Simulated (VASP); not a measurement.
Write the native input for VASP 6.6.1 that does the following.

```yaml
Task: single point
Functional: RPBE
Dispersion: D4
Potentials_or_basis: VASP PAW PBE potentials, release 64 (Pd)
Cutoff: 520 eV
k_mesh: 12 × 12 × 12
Occupations: fermi-dirac, width 0.05 eV
Spin: no spin polarisation
Dipole_correction: no
Further_INCAR_settings: ALGO = Normal; EDIFF = 1e-06; NBANDS = 11
```

The structure of Pd lies in POSCAR:

```
Pd
1.0
    0.0000000000      1.9334358480      1.9334358480
    1.9334358480      0.0000000000      1.9334358480
    1.9334358480      1.9334358480      0.0000000000
Pd
1
Direct
    0.0000000000      0.0000000000      0.0000000000
```

One way to write it, as run:

INCAR

```
SYSTEM = Pd
  PREC = Accurate
  ENCUT = 520
  EDIFF = 1E-6
  ISMEAR = -1
  SIGMA = 0.05
  LREAL = .FALSE.
  LASPH = .TRUE.
  NELM = 60
  ALGO = Normal
  ISIF = 2
  LWAVE = .FALSE.
  LCHARG = .TRUE.
  GGA = RP
  IVDW = 13
  LELF = .TRUE.
  LVHAR = .TRUE.
  NBANDS = 11
```

KPOINTS

```
Automatic mesh
0
G
  12 12 12
  0 0 0
```

Potentials or basis: VASP PAW PBE potentials, release 64 (Pd).

The run is started by

```sh
$ cat potpaw_PBE.64/Pd/POTCAR > POTCAR
$ mpirun -np 1 vasp_std > vasp.out
```

Results of the run:

```yaml
Pressure: 5.6 GPa
Band_gap_on_the_k_mesh: zero (band 5 reaches 10.52 eV, above the bottom of band 6 at 8.88 eV)
Dispersion_energy_per_atom: -0.975 eV
```

Caveat: the PAW data sets were made with another functional, which shifts forces and pressure a little; pairwise dispersion overbinds metals, which lowers pressure and volume.

It took 6 s on 1 thread of Intel Xeon 6975P-C, with other jobs on the host, peak memory 0.14 GiB.
